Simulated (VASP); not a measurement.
# Mg in VASP: notebook

Mg is run at these levels: PBE; tasks: single point.

Program: VASP 6.6.1. These are calculated values, not measurements. Logs are shortened: lines on timing, memory, paths and dates and some standing lists are left out, and cuts for length are marked.

## Step 1: The cell of the first run

Symmetry: I4/mmm, No. 139, tetragonal system. Conventional cell: a = 3.696 Å, b = 3.696 Å, c = 3.381 Å, α = 90.00°, β = 90.00°, γ = 90.00°. Within 4.1 Å of Mg (site symmetry 4/mmm) lie 14 Mg at 3.11 to 3.70 Å.

## Step 2: Single point, PBE (volume scaled by 1.02)

INCAR reads:

```
SYSTEM = Mg
PREC = Accurate
ENCUT = 520
EDIFF = 1E-6
ISMEAR = -1
SIGMA = 0.05
LREAL = .FALSE.
LASPH = .TRUE.
NELM = 100
ALGO = Fast
ISIF = 2
LWAVE = .FALSE.
LCHARG = .TRUE.
GGA = PE
LELF = .TRUE.
LVHAR = .TRUE.
NBANDS = 7
```

KPOINTS reads:

```
Automatic mesh
0
G
  11 11 11
  0 0 0
```

POSCAR reads:

```
Mg
1.0
   -1.8481508693      1.8481508693      1.6905262251
    1.8481508693     -1.8481508693      1.6905262251
    1.8481508693      1.8481508693     -1.6905262251
Mg
1
Direct
    0.0000000000      0.0000000000      0.0000000000
```

Potentials or basis: VASP PAW PBE potentials, release 64 (Mg).

The run is started by

```bash
> cat potpaw_PBE.64/Mg/POTCAR > POTCAR
> mpirun -np 1 vasp_std > vasp.out
```

OUTCAR:

```text
SYSTEM = Mg
   PREC = Accurate
   ENCUT = 520
   EDIFF = 1E-6
   ISMEAR = -1
   LREAL = .FALSE.
   LASPH = .TRUE.
   NELM = 100
   ISIF = 2
   GGA = PE

 ion  position               nearest neighbor table
   1  0.000  0.000  0.000-

  LATTYP: Found a body centered tetragonal cell.
 ALAT       =     3.6963017386
 C/A-ratio  =     0.9147122419

  Lattice vectors:

 A1 = (  -1.8481508693,   1.8481508693,   1.6905262251)
 A2 = (   1.8481508693,  -1.8481508693,   1.6905262251)
 A3 = (   1.8481508693,   1.8481508693,  -1.6905262251)

Analysis of symmetry for initial positions (statically):
=====================================================================
 Subroutine PRICEL returns:
 Original cell was already a primitive cell.

 Routine SETGRP: Setting up the symmetry group for a
 body centered tetragonal supercell.

 Subroutine GETGRP returns: Found 16 space group operations
 (whereof 16 operations were pure point group operations)
 out of a pool of 16 trial point group operations.

The static configuration has the point symmetry D_4h.

Analysis of symmetry for dynamics (positions and initial velocities):
=====================================================================
 Subroutine PRICEL returns:
 Original cell was already a primitive cell.

 Routine SETGRP: Setting up the symmetry group for a
 body centered tetragonal supercell.

 Subroutine GETGRP returns: Found 16 space group operations
 (whereof 16 operations were pure point group operations)
 out of a pool of 16 trial point group operations.

The dynamic configuration has the point symmetry D_4h.

 Subroutine INISYM returns: Found 16 space group operations
 (whereof 16 operations are pure point group operations),
 and found     1 'primitive' translations

----------------------------------------------------------------------------------------

                                     Primitive cell

  volume of cell :      23.0971

  direct lattice vectors                    reciprocal lattice vectors
    -1.848150869  1.848150869  1.690526225     0.000000000  0.270540684  0.295765894
     1.848150869 -1.848150869  1.690526225     0.270540684  0.000000000  0.295765894
     1.848150869  1.848150869 -1.690526225     0.270540684  0.270540684  0.000000000

  length of vectors
     3.112748334  3.112748334  3.112748334     0.400836283  0.400836283  0.382602304

  position of ions in fractional coordinates (direct lattice)
     0.000000000  0.000000000  0.000000000

  ion indices of the primitive-cell ions
   primitive index   ion index
                 1           1

----------------------------------------------------------------------------------------

 KPOINTS: Automatic mesh

Automatic generation of k-mesh.
 Grid dimensions read from file:
 generate k-points for:   11   11   11

 Generating k-lattice:

  Cartesian coordinates                     Fractional coordinates (reciprocal lattice)
     0.000000000  0.024594608  0.026887809     0.090909091  0.000000000  0.000000000
     0.024594608  0.000000000  0.026887809     0.000000000  0.090909091  0.000000000
     0.024594608  0.024594608  0.000000000     0.000000000  0.000000000  0.090909091

  Length of vectors
     0.036439662  0.036439662  0.034782028

  Shift w.r.t. Gamma in fractional coordinates (k-lattice)
     0.000000000  0.000000000  0.000000000

 Subroutine IBZKPT returns following result:
 ===========================================

 Found    126 irreducible k-points:

 Following reciprocal coordinates:
            Coordinates               Weight
  0.000000  0.000000  0.000000      1.000000
  0.090909  0.000000 -0.000000      8.000000
  0.181818  0.000000  0.000000      8.000000
  0.272727 -0.000000  0.000000      8.000000
  0.363636 -0.000000  0.000000      8.000000
  0.454545  0.000000 -0.000000      8.000000
[... 16 lines left out ...]
 -0.272727  0.181818 -0.000000     16.000000
 -0.181818  0.181818  0.000000      4.000000
 [... further k-points ...]
   k-points           NKPTS =    126   k-points in BZ     NKDIM =    126   number of bands    NBANDS=      7
   number of dos      NEDOS =    301   number of ions     NIONS =      1
   total plane-waves  NPLWV =  13824
   dimension x,y,z NGX =    24 NGY =   24 NGZ =   24
   dimension x,y,z NGXF=    48 NGYF=   48 NGZF=   48
   ions per type =               1
   NGX,Y,Z   is equivalent  to a cutoff of  12.82, 12.82, 12.82 a.u.
   NGXF,Y,Z  is equivalent  to a cutoff of  25.64, 25.64, 25.64 a.u.
 SYSTEM =  Mg
   PREC   = accura    normal or accurate (medium, high low for compatibility)
   ISTART =      0    job   : 0-new  1-cont  2-samecut
   ICHARG =      2    charge: 1-file 2-atom 10-const
   ISPIN  =      1    spin polarized calculation?
   LNONCOLLINEAR =      F non collinear calculations
   LSORBIT =      F    spin-orbit coupling
   LASPH  =      T    aspherical Exc in radial PAW
   ENCUT  =  520.0 eV  38.22 Ry    6.18 a.u.   5.79  5.79  5.79*2*pi/ulx,y,z
   NELM   =    100;   NELMIN=  2; NELMDL= -5     # of ELM steps
   EDIFF  = 0.1E-05   stopping-criterion for ELM
   LREAL  =      F    real-space projection
   EDIFFG = 0.1E-04   stopping-criterion for IOM
   NSW    =      0    number of steps for IOM
   IBRION =     -1    ionic relax: 0-MD 1-quasi-New 2-CG
   NFREE  =      0    steps in history (QN), initial steepest desc. (CG)
   ISIF   =      2    stress and relaxation
   ISYM   =      2    0-nonsym 1-usesym 2-fastsym
   POTIM  = 0.5000    time-step for ionic-motion
   TEBEG  =    0.0;   TEEND  =   0.0 temperature during run
   PSTRESS=    0.0 pullay stress
   NELECT =       2.0000    total number of electrons
   NUPDOWN=      -1.0000    fix difference up-down
   EMIN   =  10.00;   EMAX   =-10.00  energy-range for DOS
   EFERMI =   0.00;   METHOD = LEGACY
   ISMEAR =    -1;   SIGMA  =   0.05  broadening in eV -4-tet -1-fermi 0-gaus
   EFERMI_NEDOS =   21; number of points for ismear=-14 and -15
   IALGO  =     68    algorithm
   IMIX   =      4    mixing-type and parameters
     AMIX     =   0.40;   BMIX     =  1.00
     AMIX_MAG =   1.60;   BMIX_MAG =  1.00
  volume/ion in A,a.u.               =      23.10       155.87
  Fermi-wavevector in a.u.,A,eV,Ry     =   0.724268  1.368668  7.137127  0.524564
  Thomas-Fermi vector in A             =   1.814694
   LORBIT       =      0    0 simple, 1 ext, 2 COOP (PROOUT), +10 PAW based schemes
   GGA     = PE    functional components
   LHFCALC =     F    Hartree Fock is set to
   AEXX    =    0.0000 exact exchange contribution
   IVDW    =     0    specifies the selected vdW correction
   LEPSILON=     F    determine dielectric tensor
   LRPA    =     F    only Hartree local field effects (RPA)
 non-spin polarized calculation
 RMM-DIIS sequential band-by-band and
  energy-cutoff  :      520.00
  volume of cell :       23.10
 maximum number of plane-waves:       635
   NGX = 11   NGY = 11   NGZ = 11

 number of electron       2.0000000 magnetization

 Free energy of the ion-electron system (eV)
  ---------------------------------------------------
  ext. energy  EPLUGINS =         0.00000000
  ---------------------------------------------------
  free energy    TOTEN  =        -1.48017610 eV

  energy without entropy =       -1.47671856  energy(sigma->0) =       -1.47844733

 E-fermi :   2.6369     XC(G=0):  -8.4746

 val. band max:        2.5798755971   @ k =   0.3636   0.3636   0.0000
 cond. band min:       2.6837574303   @ k =   0.4545   0.3636   0.0000
 fundamental gap:      0.1038818332
 Fermi energy:         2.6368880130

 k-point     1 :       0.0000    0.0000    0.0000
  band No.  band energies     occupation
      1      -4.3008      2.00000
      2      14.4623      0.00000
      3      16.2935      0.00000
      4      16.2935      0.00000
      5      16.6243      0.00000
      6      16.7658      0.00000
      7      16.7658      0.00000

 k-point     2 :       0.0909    0.0000   -0.0000
  band No.  band energies     occupation
      1      -4.1005      2.00000
      2      13.6756      0.00000
      3      14.1406      0.00000
      4      15.2632      0.00000
      5      15.3444      0.00000
      6      17.2009      0.00000
      7      17.8624      0.00000

 k-point     3 :       0.1818    0.0000    0.0000
  band No.  band energies     occupation
      1      -3.5021      2.00000
      2      10.9355      0.00000
      3      12.5688      0.00000
      4      13.8347      0.00000
      5      14.1451      0.00000
      6      16.0232      0.00000
      7      18.5964      0.00000

 k-point     4 :       0.2727   -0.0000    0.0000
  band No.  band energies     occupation
      1      -2.5130      2.00000
      2       7.9002      0.00000
      3      11.6855      0.00000
      4      12.6871      0.00000
      5      13.2135      0.00000
      6      15.0159      0.00000
      7      19.2614      0.00000

 k-point     5 :       0.3636   -0.0000    0.0000
  band No.  band energies     occupation
      1      -1.1463      2.00000
      2       5.1558      0.00000
      3      11.0890      0.00000
      4      11.9074      0.00000
      5      12.5937      0.00000
      6      14.2713      0.00000
      7      20.1476      0.00000

 k-point     6 :       0.4545    0.0000   -0.0000
  band No.  band energies     occupation
      1       0.5626      2.00000
      2       2.7563      0.16809
      3      10.7899      0.00000
      4      11.5149      0.00000
      5      12.2876      0.00000
      6      13.8756      0.00000
      7      21.1956      0.00000

 k-point     7 :       0.0909    0.0909   -0.0000
  band No.  band energies     occupation
      1      -3.6835      2.00000
      2      12.3769      0.00000
      3      12.4549      0.00000
      4      13.2133      0.00000
      5      15.9402      0.00000
      6      16.3229      0.00000
      7      17.3055      0.00000
[... 121 lines left out ...]
 k-point    20 :       0.4545    0.1818    0.0000
  band No.  band energies     occupation
      1       0.9331      2.00000
      2       3.4560      0.00000
      3       6.6938      0.00000
      4      11.0123      0.00000
      5      14.2496      0.00000
      6      18.0524      0.00000
      7      19.8062      0.00000

 k-point    21 :      -0.4545    0.1818    0.0000
  band No.  band energies     occupation
      1      -0.7373      2.00000
      2       5.7621      0.00000
      3       7.0361      0.00000
      4      11.5603      0.00000
      5      14.4558      0.00000
      6      18.5009      0.00000
      7      19.3793      0.00000

 k-point    22 :      -0.3636    0.1818   -0.0000
  band No.  band energies     occupation
      1      -2.0634      2.00000
      2       7.2912      0.00000
      3       8.8554      0.00000
      4      12.4394      0.00000
      5      14.9681      0.00000
      6      17.6127      0.00000
      7      19.6022      0.00000

 k-point    23 :      -0.2727    0.1818   -0.0000
  band No.  band energies     occupation
      1      -3.0128      2.00000
      2       8.3175      0.00000
      3      11.7928      0.00000
      4      13.6023      0.00000
      5      15.5591      0.00000
      6      16.6480      0.00000
      7      18.3566      0.00000

 k-point    24 :      -0.1818    0.1818    0.0000
  band No.  band energies     occupation
      1      -3.5728      2.00000
      2       9.6186      0.00000
      3      14.3988      0.00000
      4      14.6005      0.00000
      5      15.6486      0.00000
      6      15.9333      0.00000
      7      17.3958      0.00000

 [... further k-points ...]

------------------------ aborting loop because EDIFF is reached ----------------------------------------

  FORCE on cell =-STRESS in cart. coord.  units (eV):
  Direction    XX          YY          ZZ          XY          YZ          ZX
  --------------------------------------------------------------------------------------
  -------------------------------------------------------------------------------------
  Total       -0.0471768     -0.0471768     -0.0213829      0.0000000     -0.0000000      0.0000000
  in kB       -3.2725175     -3.2725175     -1.4832712      0.0000000     -0.0000000      0.0000000
  external PRESSURE =      -2.6761020 kB  Pullay stress =       0.0000000 kB

 VOLUME and BASIS-vectors are now :
 -----------------------------------------------------------------------------
  energy-cutoff  :      520.00
  volume of cell :       23.10
      direct lattice vectors                 reciprocal lattice vectors
    -1.848150869  1.848150869  1.690526225     0.000000000  0.270540684  0.295765894
     1.848150869 -1.848150869  1.690526225     0.270540684  0.000000000  0.295765894
     1.848150869  1.848150869 -1.690526225     0.270540684  0.270540684  0.000000000

 POSITION                                       TOTAL-FORCE (eV/Angst)
 -----------------------------------------------------------------------------------
      0.00000      0.00000      0.00000        -0.000000      0.000000      0.000000
 -----------------------------------------------------------------------------------
    total drift:                                0.000000      0.000000      0.000000

  FREE ENERGIE OF THE ION-ELECTRON SYSTEM (eV)
  ---------------------------------------------------
  free  energy   TOTEN  =        -1.4801761032 eV

  energy  without entropy=       -1.4767185644  energy(sigma->0) =       -1.47844733
```

It took 18 s on 1 thread of Intel Xeon 6975P-C, shared host; peak memory 0.15 GiB.

Results:

```
Free energy            : -1.4802 eV
Pressure               : -0.3 GPa
Band gap on the k mesh : zero (band 1 reaches 5.75 eV, above the bottom of band 2 at 1.44 eV)
```

Levels at points of the mesh, in eV from the Fermi level:
| k point | band 1 | band 2 | band 3 | band 4 | band 5 | band 6 |
| --- | --- | --- | --- | --- | --- | --- |
| (0.00, 0.00, 0.00) | -6.94 | 11.83 | 13.66 | 13.66 | 13.99 | 14.13 |

## Step 3: Single point, PBE (the cell strained at random)

INCAR reads:

```
  ALGO = Normal
  EDIFF = 1E-7
  ENCUT = 520
  GGA = PE
  ISIF = 2
  ISMEAR = -1
  LASPH = T
  LCHARG = F
  LREAL = F
  LWAVE = F
  NBANDS = 7
  NELM = 60
  PREC = Accurate
  SIGMA = 0.05
```

KPOINTS reads:

```
k-points
0
Gamma
  11 11 11
```

POSCAR reads:

```
Mg
1.0
   -1.7883760000      1.8240100000      1.6922720000
    1.8243840000     -1.8250340000      1.7327570000
    1.7940440000      1.8307020000     -1.6933920000
Mg
1
Direct
    0.0016640000      0.0188180000      0.0106910000
```

Potentials or basis: VASP PAW PBE potentials, release 64 (Mg).

The run is started by

```bash
> cat potpaw_PBE.64/Mg/POTCAR > POTCAR
> mpirun -np 1 vasp_std > vasp.out
```

Run time: 95 s. Hardware: 1 thread of Intel Xeon 6975P-C, shared host; peak memory 0.23 GiB.

The run converged. Its results:

```
Free energy            : -1.4801 eV
Pressure               : 0.3 GPa
Band gap on the k mesh : zero (band 1 reaches 5.61 eV, above the bottom of band 2 at 1.66 eV)
```

Stress tensor (GPa, compression positive):
```
 0.34 -0.06 -0.74
-0.06 -0.06  0.01
-0.74  0.01  0.73
```

Levels at points of the mesh, in eV from the Fermi level:
```csv
k point,band 1,band 2,band 3,band 4,band 5,band 6
"(0.00, 0.00, 0.00)",-7.02,12.31,13.46,13.56,14.48,14.67
```

Caveat: the cell differs from its parent crystal (the cell strained at random).
